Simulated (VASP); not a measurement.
# AlN (P6_3mc) in VASP: further runs

The runs below take AlN through single point, with PBE+D3(BJ), revPBE+D3(BJ).

All numbers are computed with VASP 6.6.1; they aren't measurements. Logs are shortened: lines on timing, memory, paths and dates and some standing lists are left out, and cuts for length are marked.

**What was measured.**

“Structural and optical properties of self-assembled AlN nanowires grown on SiO2/Si substrates by molecular beam epitaxy”, 2024, arxiv:2402.00216 quotes, for a bulk crystal of AlN at 0 K: band gap 6.0343 eV (an exciton energy, a little under the gap).

The results are compared with them further down.

### 1 The cell of the first run

The structure is hexagonal, space group P6_3mc (No. 186). Conventional cell: a = 3.109 Å, b = 3.109 Å, c = 4.979 Å, α = 90.00°, β = 90.00°, γ = 120.00°. Al (site symmetry 3m) has 4 N at 1.89 to 1.90 Å within 2.5 Å. Within 2.5 Å of N (site symmetry 3m) lie 4 Al at 1.89 to 1.90 Å.

### 2 Single point, PBE+D3(BJ)

Input file INCAR:

```
SYSTEM = AlN
PREC     = Accurate       ! precision mode
ENCUT    = 520            ! plane-wave cutoff, eV
EDIFF    = 1E-7           ! SCF threshold, eV
ISMEAR   = 1              ! smearing method
SIGMA    = 0.1            ! smearing width, eV
LREAL    = .False.        ! projectors in reciprocal space
LASPH    = .True.         ! aspherical terms in the spheres
NELM     = 100            ! most SCF steps
ALGO     = Normal         ! electronic algorithm
ISIF     = 2              ! what is computed and relaxed
LWAVE    = .False.        ! write WAVECAR
LCHARG   = .False.        ! write CHGCAR
GGA      = PE             ! functional
IVDW     = 12             ! dispersion correction
NBANDS   = 16             ! bands
```

Input file KPOINTS:

```
Automatic mesh
0
Gamma
  12 12 4
  0 0 0
```

Input file POSCAR:

```
AlN
1.0
    3.1093359343      0.0000000000      0.0000000000
   -1.5546679671      2.6927639080      0.0000000000
    0.0000000000      0.0000000000      4.9785919992
Al N
2 2
Direct
    0.3333333333      0.6666666667     -0.0009355494
    0.6666666667      0.3333333333      0.4990644506
    0.3333333333      0.6666666667      0.3809355494
    0.6666666667      0.3333333333      0.8809355494
```

Potentials or basis: VASP PAW PBE potentials, release 64 (Al, N).

Command:

```
$ cat potpaw_PBE.64/Al/POTCAR potpaw_PBE.64/N/POTCAR > POTCAR
$ mpirun -np 1 vasp_std > vasp.out
```

OUTCAR:

```text
SYSTEM = AlN
   PREC = Accurate
   ENCUT = 520
   EDIFF = 1E-7
   ISMEAR = 1
   LREAL = .False.
   LASPH = .True.
   NELM = 100
   ISIF = 2
   GGA = PE
   IVDW = 12
 IVDW          = 12

 ion  position               nearest neighbor table
   1  0.333  0.667  0.999-   4 1.89   4 1.89   4 1.89   3 1.90   2 3.07   2 3.07   2 3.07   2 3.07
                             2 3.07   2 3.07
   2  0.667  0.333  0.499-   3 1.89   3 1.89   3 1.89   4 1.90   1 3.07   1 3.07   1 3.07   1 3.07
                             1 3.07   1 3.07
   3  0.333  0.667  0.381-   2 1.89   2 1.89   2 1.89   1 1.90
   4  0.667  0.333  0.881-   1 1.89   1 1.89   1 1.89   2 1.90

  LATTYP: Found a hexagonal cell.
 ALAT       =     3.1093359343
 C/A-ratio  =     1.6011753327

  Lattice vectors:

 A1 = (   3.1093359343,   0.0000000000,   0.0000000000)
 A2 = (  -1.5546679671,   2.6927639080,   0.0000000000)
 A3 = (   0.0000000000,   0.0000000000,   4.9785919992)

Analysis of symmetry for initial positions (statically):
=====================================================================
 Subroutine PRICEL returns:
 Original cell was already a primitive cell.

 Routine SETGRP: Setting up the symmetry group for a
 hexagonal supercell.

 Subroutine GETGRP returns: Found 12 space group operations
 (whereof  6 operations were pure point group operations)
 out of a pool of 24 trial point group operations.

The static configuration has the point symmetry C_3v.
 The point group associated with its full space group is C_6v.

Analysis of symmetry for dynamics (positions and initial velocities):
=====================================================================
 Subroutine PRICEL returns:
 Original cell was already a primitive cell.

 Routine SETGRP: Setting up the symmetry group for a
 hexagonal supercell.

 Subroutine GETGRP returns: Found 12 space group operations
 (whereof  6 operations were pure point group operations)
 out of a pool of 24 trial point group operations.

The dynamic configuration has the point symmetry C_3v.
 The point group associated with its full space group is C_6v.

 Subroutine INISYM returns: Found 12 space group operations
 (whereof  6 operations are pure point group operations),
 and found     1 'primitive' translations

----------------------------------------------------------------------------------------

                                     Primitive cell

  volume of cell :      41.6843

  direct lattice vectors                    reciprocal lattice vectors
[... 96 lines left out ...]
   NFREE  =      0    steps in history (QN), initial steepest desc. (CG)
   ISIF   =      2    stress and relaxation
   ISYM   =      2    0-nonsym 1-usesym 2-fastsym
   POTIM  = 0.5000    time-step for ionic-motion
   TEBEG  =    0.0;   TEEND  =   0.0 temperature during run
   PSTRESS=    0.0 pullay stress
   NELECT =      16.0000    total number of electrons
   NUPDOWN=      -1.0000    fix difference up-down
   EMIN   =  10.00;   EMAX   =-10.00  energy-range for DOS
   EFERMI =   0.00;   METHOD = LEGACY
   ISMEAR =     1;   SIGMA  =   0.10  broadening in eV -4-tet -1-fermi 0-gaus
   EFERMI_NEDOS =   21; number of points for ismear=-14 and -15
   IALGO  =     38    algorithm
   IMIX   =      4    mixing-type and parameters
     AMIX     =   0.40;   BMIX     =  1.00
     AMIX_MAG =   1.60;   BMIX_MAG =  1.00
  volume/ion in A,a.u.               =      10.42        70.32
  Fermi-wavevector in a.u.,A,eV,Ry     =   1.189754  2.248310 19.259260  1.415516
  Thomas-Fermi vector in A             =   2.325855
   LORBIT       =      0    0 simple, 1 ext, 2 COOP (PROOUT), +10 PAW based schemes
   GGA     = PE    functional components
   LHFCALC =     F    Hartree Fock is set to
   AEXX    =    0.0000 exact exchange contribution
   IVDW    =    12    specifies the selected vdW correction
   LEPSILON=     F    determine dielectric tensor
   LRPA    =     F    only Hartree local field effects (RPA)
 non-spin polarized calculation
 Methfessel and Paxton  Order N= 1 SIGMA  =   0.10
  energy-cutoff  :      520.00
  volume of cell :       41.68
 maximum number of plane-waves:      1152
 NGX is ok and might be reduce to    24
   NGX = 11   NGY = 11   NGZ = 19

 number of electron      15.9999996 magnetization

 Free energy of the ion-electron system (eV)
  ---------------------------------------------------
  ext. energy  EPLUGINS =         0.00000000
  ---------------------------------------------------
  free energy    TOTEN  =       -29.76970325 eV

  energy without entropy =      -29.76984385  energy(sigma->0) =      -29.76975012

 E-fermi :   6.2237     XC(G=0): -10.9193

 val. band max:        6.1767289500   @ k =   0.0000   0.0000   0.0000
 cond. band min:      10.3988437560   @ k =   0.0000   0.0000   0.0000
 fundamental gap:      4.2221148060
 Fermi energy:         6.2237496189

 k-point     1 :       0.0000    0.0000    0.0000
  band No.  band energies     occupation
      1      -9.0272      2.00000
      2      -6.8743      2.00000
      3       0.1719      2.00000
      4       5.3057      2.00000
      5       5.3057      2.00000
      6       5.9566      2.00104
[... 433 lines left out ...]
      3       1.1693      2.00000
      4       2.1158      2.00000
      5       3.1702      2.00000
      6       4.4851      2.00000
[... 8 lines left out ...]
     15      18.5629      0.00000
     16      20.3399      0.00000

 [... further k-points ...]

------------------------ aborting loop because EDIFF is reached ----------------------------------------

 Edisp (eV)   -1.07645

 E8    (eV) :    -0.4204

  FORCE on cell =-STRESS in cart. coord.  units (eV):
  Direction    XX          YY          ZZ          XY          YZ          ZX
  --------------------------------------------------------------------------------------
  -------------------------------------------------------------------------------------
  Total      -0.07253    -0.07253    -0.05545    -0.00000     0.00000     0.00000
  in kB      -2.78773    -2.78773    -2.13143    -0.00000     0.00000     0.00000
  external pressure =       -2.57 kB  Pullay stress =        0.00 kB

 VOLUME and BASIS-vectors are now :
 -----------------------------------------------------------------------------
  energy-cutoff  :      520.00
  volume of cell :       41.68
      direct lattice vectors                 reciprocal lattice vectors
     3.109335934  0.000000000  0.000000000     0.321612081  0.185682821  0.000000000
    -1.554667967  2.692763908  0.000000000     0.000000000  0.371365643  0.000000000
     0.000000000  0.000000000  4.978591999     0.000000000  0.000000000  0.200860002

 POSITION                                       TOTAL-FORCE (eV/Angst)
 -----------------------------------------------------------------------------------
     -0.00000      1.79518      4.97393        -0.000000      0.000000      0.000118
      1.55467      0.89759      2.48464         0.000000     -0.000000      0.000118
     -0.00000      1.79518      1.89652         0.000000      0.000000     -0.000118
      1.55467      0.89759      4.38582        -0.000000      0.000000     -0.000118
 -----------------------------------------------------------------------------------
    total drift:                               -0.000000      0.000000      0.000502

  FREE ENERGIE OF THE ION-ELECTRON SYSTEM (eV)
  ---------------------------------------------------
  free  energy   TOTEN  =       -30.8461524729 eV

  energy  without entropy=      -30.8462930682  energy(sigma->0) =      -30.84619934
```

OSZICAR:

```text
N       E                     dE             d eps       ncg     rms          rms(c)
DAV:   1     0.436867516942E+02    0.43687E+02   -0.73670E+03  1824   0.896E+02
DAV:   2    -0.307965820058E+02   -0.74483E+02   -0.68371E+02  2584   0.189E+02
DAV:   3    -0.345026228042E+02   -0.37060E+01   -0.36957E+01  2240   0.434E+01
DAV:   4    -0.345252974954E+02   -0.22675E-01   -0.22672E-01  2304   0.385E+00
DAV:   5    -0.345255923845E+02   -0.29489E-03   -0.29489E-03  2248   0.444E-01    0.122E+01
DAV:   6    -0.297578133335E+02    0.47678E+01   -0.10661E+01  2176   0.237E+01    0.417E+00
DAV:   7    -0.297814553994E+02   -0.23642E-01   -0.68254E-01  1976   0.581E+00    0.295E+00
DAV:   8    -0.297741800311E+02    0.72754E-02   -0.60147E-02  2104   0.226E+00    0.592E-01
DAV:   9    -0.297691591471E+02    0.50209E-02   -0.12198E-02  2384   0.816E-01    0.246E-01
DAV:  10    -0.297697813137E+02   -0.62217E-03   -0.22580E-03  1992   0.299E-01    0.132E-01
DAV:  11    -0.297697003264E+02    0.80987E-04   -0.17515E-04  2192   0.102E-01    0.328E-02
DAV:  12    -0.297697034304E+02   -0.31040E-05   -0.11589E-05  2032   0.272E-02    0.727E-03
DAV:  13    -0.297697032482E+02    0.18214E-06   -0.41992E-06  2104   0.158E-02    0.550E-03
DAV:  14    -0.297697032521E+02   -0.38918E-08   -0.32568E-07  2184   0.486E-03
   1 F= -.30846152E+02 E0= -.30846199E+02  d E =0.140595E-03
```

stdout:

```text
POSCAR found type information on POSCAR AlN
 POSCAR found :  2 types and       4 ions
 scaLAPACK will be used
 LDA part: xc-table for (Slater+PW92), standard interpolation
 POSCAR, INCAR and KPOINTS ok, starting setup
 FFT: planning ... GRIDC
 FFT: planning ... GRID_SOFT
 FFT: planning ... GRID
 WAVECAR not read
 entering main loop
```

Wall time 16 s (1 thread of Intel Xeon Platinum 8488C (Sapphire Rapids), shared host); peak memory 0.18 GiB.

What came out:

- Free energy: -30.8462 eV
- Pressure: -0.3 GPa
- Band gap on the k mesh: 4.22 eV, direct
- Dispersion energy per atom: -0.269 eV

### 3 Single point, revPBE+D3(BJ)

This run uses another cell than the first one, of 10.34 Å³/atom, 0.992 times its volume.

Input file INCAR:

```
SYSTEM = AlN
PREC = Accurate ; ENCUT = 520
EDIFF = 1E-6 ; ISMEAR = 1
SIGMA = 0.1 ; LREAL = .FALSE.
LASPH = .TRUE. ; NELM = 80
ALGO = Normal ; ISIF = 2
LWAVE = .FALSE. ; LCHARG = .TRUE.
GGA = RE ; IVDW = 12
LELF = .TRUE. ; LVHAR = .TRUE.
NBANDS = 16
```

Input file KPOINTS:

```
regular mesh
0
G
  12 12 4
  0 0 0
```

Input file POSCAR:

```
AlN
1.0
    3.1021136384      0.0000000000      0.0000000000
   -1.5510568192      2.6865092163      0.0000000000
    0.0000000000      0.0000000000      4.9635932236
Al N
2 2
Direct
    0.3333333333      0.6666666667     -0.0010405418
    0.6666666667      0.3333333333      0.4989594582
    0.3333333333      0.6666666667      0.3810405418
    0.6666666667      0.3333333333      0.8810405418
```

Potentials or basis: VASP PAW PBE potentials, release 64 (Al, N).

Command:

```
$ cat potpaw_PBE.64/Al/POTCAR potpaw_PBE.64/N/POTCAR > POTCAR
$ mpirun -np 1 vasp_std > vasp.out
```

It took 15 s on 1 thread of Intel Xeon Platinum 8488C (Sapphire Rapids), shared host; peak memory 0.18 GiB.

The run converged. Its results:

```
Free energy                : -30.6578 eV
Pressure                   : -0.6 GPa
Band gap on the k mesh     : 4.32 eV, direct
Dispersion energy per atom : -0.530 eV
```

Stress tensor (GPa, compression positive):
```
-0.60  0.00  0.00
 0.00 -0.60  0.00
 0.00  0.00 -0.52
```

Levels at points of the mesh, in eV from the valence-band top:
| k point | band 6 | band 7 | band 8 | band 9 | band 10 | band 11 |
| --- | --- | --- | --- | --- | --- | --- |
| (0.00, 0.00, 0.00) | -0.23 | -0.23 | 0.00 | 4.32 | 6.80 | 10.76 |
| (0.50, 0.00, 0.00) | -2.11 | -1.78 | -0.70 | 5.87 | 5.90 | 8.32 |
| (0.00, 0.00, 0.50) | -0.57 | -0.57 | -0.57 | 6.59 | 6.59 | 10.47 |
| (0.50, 0.00, 0.50) | -1.48 | -1.37 | -1.37 | 5.39 | 5.39 | 9.37 |

Caveat: the PAW data sets were made with another functional, which shifts forces and pressure a little.

### 4 How close it comes

Step 2. A measured gap of AlN is 6.0343 eV (an exciton energy, a little under the gap; 0 K; quoted in “Structural and optical properties of self-assembled AlN nanowires grown on SiO2/Si substrates by molecular beam epitaxy”, 2024, arxiv:2402.00216); the calculated 4.22 eV misses it by -1.81 eV. 2 values of this kind are on record (6.034 to 6.0343 eV); this one was drawn at random. The value is that of PBE+D3(BJ) on a finite k mesh, which can miss the band edges, without temperature or zero-point motion. Semilocal functionals fall short of measured gaps as a rule.

Step 3. A measured gap of AlN is 6.0343 eV (an exciton energy, a little under the gap; 0 K; quoted in “Structural and optical properties of self-assembled AlN nanowires grown on SiO2/Si substrates by molecular beam epitaxy”, 2024, arxiv:2402.00216); the calculated 4.32 eV misses it by -1.72 eV. 2 values of this kind are on record (6.034 to 6.0343 eV); this one was drawn at random. The value is that of revPBE+D3(BJ) on a finite k mesh, which can miss the band edges, without temperature or zero-point motion. Semilocal functionals fall short of measured gaps as a rule.
